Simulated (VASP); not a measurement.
# HfSi3 (Fm-3m) in VASP: relaxation of cell and atoms with PBE

Aim: the relaxation of cell and atoms of HfSi3 with PBE.

Everything below comes from runs of VASP 6.6.1. Logs are shortened: lines on timing, memory, paths and dates and some standing lists are left out, and cuts for length are marked.

## 1. The cell of the first run

It takes space group Fm-3m (No. 225, cubic). The conventional cell has a = 6.481 Å, b = 6.481 Å, c = 6.481 Å, α = 90.00°, β = 90.00°, γ = 90.00°. Hf (site symmetry m-3m) has 14 Si at 2.81 to 3.24 Å within 3.7 Å. Within 3.7 Å of Si (site symmetry -43m) lie 4 Hf at 2.81 Å and 10 Si at 2.81 to 3.24 Å. Within 3.7 Å of Si (site symmetry m-3m) lie 8 Si at 2.81 Å and 6 Hf at 3.24 Å.

The cell was generated, and may not be a known phase.

## 2. Relaxation of cell and atoms, PBE

The input, INCAR:

```
SYSTEM = HfSi3
PREC     = Accurate       ! precision mode
ENCUT    = 600            ! plane-wave cutoff, eV
EDIFF    = 1E-6           ! SCF threshold, eV
ISMEAR   = 0              ! smearing method
SIGMA    = 0.1            ! smearing width, eV
LREAL    = .FALSE.        ! projectors in reciprocal space
LASPH    = .TRUE.         ! aspherical terms in the spheres
NELM     = 80             ! most SCF steps
ALGO     = Normal         ! electronic algorithm
ISIF     = 3              ! what is computed and relaxed
LWAVE    = .FALSE.        ! write WAVECAR
LCHARG   = .FALSE.        ! write CHGCAR
GGA      = PE             ! functional
IBRION   = 2              ! ionic algorithm
NSW      = 100            ! ionic steps
EDIFFG   = -0.01          ! ionic threshold
```

The input, KPOINTS:

```
Automatic mesh
0
G
  12 12 12
  0 0 0
```

The input, POSCAR:

```
HfSi3
1.0
    0.0000000000      3.2404504678      3.2404504678
    3.2404504678      0.0000000000      3.2404504678
    3.2404504678      3.2404504678      0.0000000000
Hf Si
1 3
Direct
    0.0000000000      0.0000000000      0.0000000000
    0.2500000000      0.2500000000      0.2500000000
    0.7500000000      0.7500000000      0.7500000000
    0.5000000000      0.5000000000      0.5000000000
```

Potentials or basis: VASP PAW PBE potentials, release 64 (Hf_pv, Si).

Started as:

```bash
$ cat potpaw_PBE.64/Hf_pv/POTCAR potpaw_PBE.64/Si/POTCAR > POTCAR
$ mpirun -np 1 vasp_std > vasp.out
```

OUTCAR:

```text
SYSTEM = HfSi3
   PREC = Accurate
   ENCUT = 600
   EDIFF = 1E-6
   ISMEAR = 0
   LREAL = .FALSE.
   LASPH = .TRUE.
   NELM = 80
   ISIF = 3
   GGA = PE
   IBRION = 2
   NSW = 100
   EDIFFG = -0.01

 ion  position               nearest neighbor table
   1  0.000  0.000  0.000-   3 2.81   3 2.81   2 2.81   2 2.81   3 2.81   2 2.81   3 2.81   2 2.81
                             4 3.24   4 3.24   4 3.24   4 3.24   4 3.24   4 3.24
   2  0.250  0.250  0.250-   1 2.81   1 2.81   4 2.81   4 2.81   4 2.81   4 2.81   1 2.81   1 2.81

   3  0.750  0.750  0.750-   4 2.81   4 2.81   1 2.81   1 2.81   4 2.81   1 2.81   4 2.81   1 2.81

   4  0.500  0.500  0.500-   2 2.81   2 2.81   3 2.81   3 2.81   3 2.81   3 2.81   2 2.81   2 2.81
                             1 3.24   1 3.24   1 3.24   1 3.24   1 3.24   1 3.24

  LATTYP: Found a face centered cubic cell.
 ALAT       =     6.4809009356

  Lattice vectors:

 A1 = (   0.0000000000,   3.2404504678,   3.2404504678)
 A2 = (   3.2404504678,   0.0000000000,   3.2404504678)
 A3 = (   3.2404504678,   3.2404504678,   0.0000000000)

Analysis of symmetry for initial positions (statically):
=====================================================================
 Subroutine PRICEL returns:
 Original cell was already a primitive cell.

 Routine SETGRP: Setting up the symmetry group for a
 face centered cubic supercell.

 Subroutine GETGRP returns: Found 48 space group operations
 (whereof 48 operations were pure point group operations)
 out of a pool of 48 trial point group operations.

The static configuration has the point symmetry O_h .

Analysis of symmetry for dynamics (positions and initial velocities):
=====================================================================
 Subroutine PRICEL returns:
 Original cell was already a primitive cell.

 Routine SETGRP: Setting up the symmetry group for a
 face centered cubic supercell.

 Subroutine GETGRP returns: Found 48 space group operations
 (whereof 48 operations were pure point group operations)
 out of a pool of 48 trial point group operations.

The dynamic configuration has the point symmetry O_h .

 Subroutine INISYM returns: Found 48 space group operations
 (whereof 48 operations are pure point group operations),
 and found     1 'primitive' translations

----------------------------------------------------------------------------------------

                                     Primitive cell

  volume of cell :      68.0528

  direct lattice vectors                    reciprocal lattice vectors
     0.000000000  3.240450468  3.240450468    -0.154299535  0.154299535  0.154299535
     3.240450468  0.000000000  3.240450468     0.154299535 -0.154299535  0.154299535
     3.240450468  3.240450468  0.000000000     0.154299535  0.154299535 -0.154299535

  length of vectors
     4.582689000  4.582689000  4.582689000     0.267254634  0.267254634  0.267254634

  position of ions in fractional coordinates (direct lattice)
     0.000000000  0.000000000  0.000000000
     0.250000000  0.250000000  0.250000000
     0.750000000  0.750000000  0.750000000
     0.500000000  0.500000000  0.500000000

  ion indices of the primitive-cell ions
   primitive index   ion index
                 1           1
                 2           2
                 3           3
                 4           4

----------------------------------------------------------------------------------------

 KPOINTS: Automatic mesh

Automatic generation of k-mesh.
 Grid dimensions read from file:
 generate k-points for:   12   12   12

 Generating k-lattice:

  Cartesian coordinates                     Fractional coordinates (reciprocal lattice)
    -0.012858295  0.012858295  0.012858295     0.083333333  0.000000000  0.000000000
     0.012858295 -0.012858295  0.012858295     0.000000000  0.083333333  0.000000000
     0.012858295  0.012858295 -0.012858295     0.000000000  0.000000000  0.083333333

  Length of vectors
     0.022271220  0.022271220  0.022271220

  Shift w.r.t. Gamma in fractional coordinates (k-lattice)
     0.000000000  0.000000000  0.000000000

 Subroutine IBZKPT returns following result:
 ===========================================

 Found     72 irreducible k-points:

 Following reciprocal coordinates:
            Coordinates               Weight
  0.000000  0.000000  0.000000      1.000000
  0.083333  0.000000  0.000000      8.000000
  0.166667  0.000000  0.000000      8.000000
  0.250000  0.000000  0.000000      8.000000
  0.333333  0.000000  0.000000      8.000000
  0.416667  0.000000  0.000000      8.000000
[... 16 lines left out ...]
  0.500000  0.166667  0.000000     24.000000
 -0.416667  0.166667  0.000000     24.000000
 [... further k-points ...]
   k-points           NKPTS =     72   k-points in BZ     NKDIM =     72   number of bands    NBANDS=     15
   number of dos      NEDOS =    301   number of ions     NIONS =      4
   total plane-waves  NPLWV =  64000
   dimension x,y,z NGX =    40 NGY =   40 NGZ =   40
   dimension x,y,z NGXF=    80 NGYF=   80 NGZF=   80
   ions per type =               1   3
   NGX,Y,Z   is equivalent  to a cutoff of  14.51, 14.51, 14.51 a.u.
   NGXF,Y,Z  is equivalent  to a cutoff of  29.02, 29.02, 29.02 a.u.
 SYSTEM =  HfSi3
   PREC   = accura    normal or accurate (medium, high low for compatibility)
   ISTART =      0    job   : 0-new  1-cont  2-samecut
   ICHARG =      2    charge: 1-file 2-atom 10-const
   ISPIN  =      1    spin polarized calculation?
   LNONCOLLINEAR =      F non collinear calculations
   LSORBIT =      F    spin-orbit coupling
   LASPH  =      T    aspherical Exc in radial PAW
   ENCUT  =  600.0 eV  44.10 Ry    6.64 a.u.   9.15  9.15  9.15*2*pi/ulx,y,z
   NELM   =     80;   NELMIN=  2; NELMDL= -5     # of ELM steps
   EDIFF  = 0.1E-05   stopping-criterion for ELM
   LREAL  =      F    real-space projection
   EDIFFG = -.1E-01   stopping-criterion for IOM
   NSW    =    100    number of steps for IOM
   IBRION =      2    ionic relax: 0-MD 1-quasi-New 2-CG
   NFREE  =      1    steps in history (QN), initial steepest desc. (CG)
   ISIF   =      3    stress and relaxation
   ISYM   =      2    0-nonsym 1-usesym 2-fastsym
   POTIM  = 0.5000    time-step for ionic-motion
   TEBEG  =    0.0;   TEEND  =   0.0 temperature during run
   PSTRESS=    0.0 pullay stress
   NELECT =      22.0000    total number of electrons
   NUPDOWN=      -1.0000    fix difference up-down
   EMIN   =  10.00;   EMAX   =-10.00  energy-range for DOS
   EFERMI =   0.00;   METHOD = LEGACY
   ISMEAR =     0;   SIGMA  =   0.10  broadening in eV -4-tet -1-fermi 0-gaus
   EFERMI_NEDOS =   21; number of points for ismear=-14 and -15
   IALGO  =     38    algorithm
   IMIX   =      4    mixing-type and parameters
     AMIX     =   0.40;   BMIX     =  1.00
     AMIX_MAG =   1.60;   BMIX_MAG =  1.00
  volume/ion in A,a.u.               =      17.01       114.81
  Fermi-wavevector in a.u.,A,eV,Ry     =   1.123571  2.123240 17.176141  1.262411
  Thomas-Fermi vector in A             =   2.260237
   LORBIT       =      0    0 simple, 1 ext, 2 COOP (PROOUT), +10 PAW based schemes
   GGA     = PE    functional components
   LHFCALC =     F    Hartree Fock is set to
   AEXX    =    0.0000 exact exchange contribution
   IVDW    =     0    specifies the selected vdW correction
   LEPSILON=     F    determine dielectric tensor
   LRPA    =     F    only Hartree local field effects (RPA)
 conjugate gradient relaxation of ions
 non-spin polarized calculation
 Gauss-broadening in eV      SIGMA  =   0.10
  energy-cutoff  :      600.00
  volume of cell :       68.05
 maximum number of plane-waves:      2287
 NGX is ok and might be reduce to    40
   NGX = 19   NGY = 19   NGZ = 19

--------------------------------------- Ionic step        1  -------------------------------------------

 number of electron      21.9999999 magnetization

 Free energy of the ion-electron system (eV)
  ---------------------------------------------------
  ext. energy  EPLUGINS =         0.00000000
  ---------------------------------------------------
  free energy    TOTEN  =       -24.91993683 eV

  energy without entropy =      -24.89785206  energy(sigma->0) =      -24.90889444

------------------------ aborting loop because EDIFF is reached ----------------------------------------

  FORCE on cell =-STRESS in cart. coord.  units (eV):
  Direction    XX          YY          ZZ          XY          YZ          ZX
  --------------------------------------------------------------------------------------
  -------------------------------------------------------------------------------------
  Total       -0.5102961     -0.5102961     -0.5102961      0.0000000      0.0000000      0.0000000
  in kB      -12.0139737    -12.0139737    -12.0139737      0.0000000      0.0000000      0.0000000
  external PRESSURE =     -12.0139737 kB  Pullay stress =       0.0000000 kB
[... 61 lines left out ...]
  energy  without entropy=      -24.9008660857  energy(sigma->0) =      -24.91180999

--------------------------------------- Ionic step        3  -------------------------------------------

 number of electron      22.0000001 magnetization

 Free energy of the ion-electron system (eV)
  ---------------------------------------------------
  ext. energy  EPLUGINS =         0.00000000
  ---------------------------------------------------
  free energy    TOTEN  =       -24.92330746 eV

  energy without entropy =      -24.90135546  energy(sigma->0) =      -24.91233146

 E-fermi :   8.0937     XC(G=0): -11.1318

 val. band max:        8.0655495072   @ k =   0.5000   0.1667   0.0833
 cond. band min:       8.0960183205   @ k =   0.3333   0.1667   0.0833
 fundamental gap:      0.0304688133
 Fermi energy:         8.0937238190

 k-point     1 :       0.0000    0.0000    0.0000
  band No.  band energies     occupation
      1     -22.7525      2.00000
      2     -22.7525      2.00000
      3     -22.7525      2.00000
      4      -4.4221      2.00000
      5       3.8653      2.00000
      6       4.1470      2.00000
      7       4.1470      2.00000
      8       4.1470      2.00000
      9       5.9340      2.00000
     10       6.2909      2.00000
     11       6.2909      2.00000
     12       6.2909      2.00000
     13       7.6312      2.00000
     14       7.6312      2.00000
     15      10.6798      0.00000
[... 397 lines left out ...]
 k-point    24 :      -0.4167    0.1667    0.0000
  band No.  band energies     occupation
      1     -22.7750      2.00000
      2     -22.7605      2.00000
      3     -22.7569      2.00000
      4      -1.8980      2.00000
      5      -1.1183      2.00000
      6       1.6197      2.00000
      7       3.6666      2.00000
      8       4.5529      2.00000
      9       5.9245      2.00000
     10       6.4203      2.00000
     11       7.6626      2.00000
     12       8.4025      0.00001
     13       8.6774      0.00000
     14      10.5234      0.00000
     15      11.8678      0.00000

 [... further k-points ...]

------------------------ aborting loop because EDIFF is reached ----------------------------------------

  FORCE on cell =-STRESS in cart. coord.  units (eV):
  Direction    XX          YY          ZZ          XY          YZ          ZX
  --------------------------------------------------------------------------------------
  -------------------------------------------------------------------------------------
  Total        0.0003359      0.0003359      0.0003359      0.0000000      0.0000000      0.0000000
  in kB        0.0080132      0.0080132      0.0080132      0.0000000      0.0000000      0.0000000
  external PRESSURE =       0.0080132 kB  Pullay stress =       0.0000000 kB
[... 19 lines left out ...]
  FREE ENERGIE OF THE ION-ELECTRON SYSTEM (eV)
  ---------------------------------------------------
  free  energy   TOTEN  =       -24.9233074584 eV

  energy  without entropy=      -24.9013554584  energy(sigma->0) =      -24.91233146

 reached required accuracy - stopping structural energy minimisation
```

Run time: 2.6 min. Hardware: 1 thread of AMD EPYC 7R13 (Zen 3), shared host; peak memory 0.27 GiB.

What came out:

```
Free energy                           : -24.9233 eV
Relaxed volume                        : 16.79 Å³/atom
Relaxed cell                          : a = 4.563 Å, b = 4.563 Å, c = 4.563 Å, α = 60.00°, β = 60.00°, γ = 60.00°
Space group after relaxing (to 0.1 Å) : Fm-3m (No. 225)
Energy gained by relaxing             : 0.8 meV/atom
Ionic steps                           : 3
Pressure after relaxing               : 0.0 GPa
Band gap on the k mesh                : zero (bands 11 and 12 overlap by 2.20 eV)
```

The path:
```csv
step,energy change (eV),largest force (eV/Å),pressure (GPa),volume (Å³)
1,0.0000,0.0000,-1.20,68.05
2,-0.0028,0.0000,0.50,66.80
3,-0.0034,0.0000,0.00,67.16
```

Final structure:
```yaml
crystal:
  lattice:
    - [0.00000, 3.22626, 3.22626]
    - [3.22626, 0.00000, 3.22626]
    - [3.22626, 3.22626, 0.00000]
  atoms:
    - { symbol: Hf, position: [0.00000, 0.00000, 0.00000] }
    - { symbol: Si, position: [0.25000, 0.25000, 0.25000] }
    - { symbol: Si, position: [0.75000, 0.75000, 0.75000] }
    - { symbol: Si, position: [0.50000, 0.50000, 0.50000] }
```

Levels at points of the mesh, in eV from the Fermi level:
| k point | band 8 | band 9 | band 10 | band 11 | band 12 | band 13 | band 14 | band 15 |
| --- | --- | --- | --- | --- | --- | --- | --- | --- |
| (0.00, 0.00, 0.00) | -3.95 | -2.16 | -1.80 | -1.80 | -1.80 | -0.46 | -0.46 | 2.59 |
| (0.50, 0.00, 0.00) | -4.41 | -2.04 | -1.46 | -1.46 | -0.03 | -0.03 | 3.29 | 4.26 |
| (0.50, 0.50, 0.00) | -4.80 | -3.16 | -0.06 | -0.06 | 1.08 | 2.66 | 3.77 | 4.37 |

Caveat: spin-orbit coupling is left out, which moves the levels of the heavy elements.

The gap in the log of VASP goes by the Fermi energy; the results here count the filled bands.